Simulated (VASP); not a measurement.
Here is a VASP 6.6.1 calculation.

Contents of INCAR:

```
PREC     = Accurate       # precision mode
ENCUT    = 520            # plane-wave cutoff, eV
EDIFF    = 1E-7           # SCF threshold, eV
ISMEAR   = 0              # smearing method
SIGMA    = 0.1            # smearing width, eV
LREAL    = F              # projectors in reciprocal space
LASPH    = T              # aspherical terms in the spheres
NELM     = 60             # most SCF steps
ALGO     = Normal         # electronic algorithm
ISIF     = 2              # what is computed and relaxed
LWAVE    = F              # write WAVECAR
LCHARG   = F              # write CHGCAR
GGA      = PE             # functional
NBANDS   = 23             # bands
```

KPOINTS

```
regular mesh
0
Gamma
  4 4 4
```

File POSCAR:

```
AlAs5
1.0
    0.0000000000      3.9898975000      3.9898975000
    3.9898975000      0.0000000000      3.9898975000
    3.9898975000      3.9898975000      0.0000000000
Al As
1 5
Direct
    0.0000000000      0.0000000000      0.0000000000
    0.2500000000      0.2500000000      0.2500000000
    0.1277616000      0.6240794700      0.6240794700
    0.6240794700      0.6240794700      0.6240794700
    0.6240794700      0.6240794700      0.1277616000
    0.6240794700      0.1277616000      0.6240794700
```

Potentials or basis: VASP PAW PBE potentials, release 64 (Al, As).

Run with:

```bash
$ cat potpaw_PBE.64/Al/POTCAR potpaw_PBE.64/As/POTCAR > POTCAR
$ mpirun -np 1 vasp_std > vasp.out
```

**Question.** What does it give for the largest force?

**Answer.** 0.057 eV/Å.

**Question.** Estimate the pressure.

**Answer.** -3.6 GPa.

**Question.** Estimate the band gap on the k mesh.

**Answer.** Zero (bands 14 and 15 overlap by 1.60 eV).

Forces in eV/Å, atoms in the order of the input:
```
Al   0.000  0.000  0.000
As   0.000  0.000  0.000
As  -0.033  0.033  0.033
As  -0.033 -0.033 -0.033
As   0.033  0.033 -0.033
As   0.033 -0.033  0.033
```

Caveat: the cell stands under tension.
